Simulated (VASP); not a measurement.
The system is CuO.

```xyz
4
Lattice="2.3446 -1.7134 0.0000 2.3446 1.7134 0.0000 -0.8605 0.0000 5.0594" Properties=species:S:1:pos:R:3 pbc="T T T"
Cu    1.1723    0.8457    0.0000
Cu    0.7420   -0.8457    2.5297
O     2.0724   -0.2841    1.2836
O     1.6421    0.2841    3.8133
```

Base run:

* Program: VASP 6.6.1
* Functional: PBE
* Potentials or basis: VASP PAW PBE potentials, release 64 (Cu, O)
* Cutoff: 520 eV
* k mesh: 10 × 10 × 5
* Occupations: fermi-dirac, width 0.05 eV
* Spin: no spin polarisation
* Hubbard terms: Cu d U = 5.3 eV

Its results: band gap on the k mesh zero (bands 17 and 18 overlap by 0.64 eV); pressure 2.4 GPa; largest force 0.702 eV/Å.

Question: The run is repeated on the same cell with these changes: k mesh from 10 × 10 × 5 to 3 × 3 × 2; hubbard terms from Cu d U = 5.3 eV to none. What comes out?

Answer: Band gap on the k mesh zero (bands 17 and 18 overlap by 0.55 eV); pressure 6.1 GPa; largest force 0.832 eV/Å.

Several settings changed at once.

Caveats: some runs use coarse meshes; U without spin polarisation on a metal has little footing (at least some runs); semilocal functionals often make such compounds metallic where correlation or magnetic order opens a gap, which also shifts bond lengths (at least some runs).
